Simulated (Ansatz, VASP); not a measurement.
# SrTiO3 in VASP and in Ansatz

Contents of INCAR:

```
ALGO     = Normal         # electronic algorithm
EDIFF    = 1E-6           # SCF threshold, eV
ENCUT    = 520            # plane-wave cutoff, eV
GGA      = PE             # functional
ISIF     = 2              # what is computed and relaxed
ISMEAR   = 0              # smearing method
ISPIN    = 2              # spin polarisation
LASPH    = T              # aspherical terms in the spheres
LCHARG   = F              # write CHGCAR
LMAXMIX  = 4              # l up to which the mixer works
LORBIT   = 11             # projections on sites
LREAL    = F              # projectors in reciprocal space
LWAVE    = F              # write WAVECAR
MAGMOM   = 0 0.05 0 0 0   # initial moments
NBANDS   = 32             # bands
NELM     = 150            # most SCF steps
PREC     = Accurate       # precision mode
SIGMA    = 0.05           # smearing width, eV
```

Contents of KPOINTS:

```
k-points
0
Gamma
  8 8 8
```

Contents of POSCAR:

```
SrTiO3
1.0
    3.9364552784      0.0000000000      0.0000000000
    0.0000000000      3.9364552784      0.0000000000
    0.0000000000      0.0000000000      3.9364552784
Sr Ti O
1 1 3
Direct
    0.5000000000      0.5000000000      0.5000000000
    0.0000000000      0.0000000000      0.0000000000
    0.5000000000      0.0000000000      0.0000000000
    0.0000000000      0.5000000000      0.0000000000
    0.0000000000      0.0000000000      0.5000000000
```

Input for Ansatz:

```yaml
crystal:
  lattice:
    - [3.9364552784, 0.0, 0.0]
    - [0.0, 3.9364552784, 0.0]
    - [0.0, 0.0, 3.9364552784]
  atoms:
    - { symbol: Sr, position: [0.5, 0.5, 0.5] }
    - { symbol: Ti, position: [0.0, 0.0, 0.0], spin: 0.05 }
    - { symbol: O, position: [0.5, 0.0, 0.0] }
    - { symbol: O, position: [0.0, 0.5, 0.0] }
    - { symbol: O, position: [0.0, 0.0, 0.5] }
basis:
  ecutwfc: 420
  ecutrho_ratio: 4
kpoints:
  mp_grid: { grid: [8, 8, 8] }
hamiltonian:
  xc: pbe
scf:
  occupations: { method: gaussian, width: 0.05 }
output:
  forces: true
  stress: true
  eigenvalues: true
  populations: true
magnetization:
  spin_polarized: true
```

Alike in both runs: task single point; functional PBE; k mesh 8 × 8 × 8; occupations gaussian, width 0.05 eV; collinear spin.

|  | VASP | Ansatz |
| --- | --- | --- |
| version | VASP 6.6.1 | Ansatz 0.2.0 |
| potentials or method | VASP PAW PBE potentials, release 64 (Sr_sv, Ti_sv, O), cutoff 520 eV | scalar-relativistic, plane waves, PAW |
| valence electrons in the cell | 40 | 40 |

VASP gave:

```
gap on the k mesh at the Fermi level (eV) : 1.81
least direct gap on the mesh (eV)         : 2.18
pressure (GPa)                            : 0.6
net moment per atom (μB)                  : 0.00
```

Task: Estimate Ansatz's values.

Result: gap on the k mesh at the Fermi level (eV): 1.84; least direct gap on the mesh (eV): 2.20; pressure (GPa): 0.0; net moment per atom (μB): 0.00.

Ansatz's warnings: seeded moment not kept.
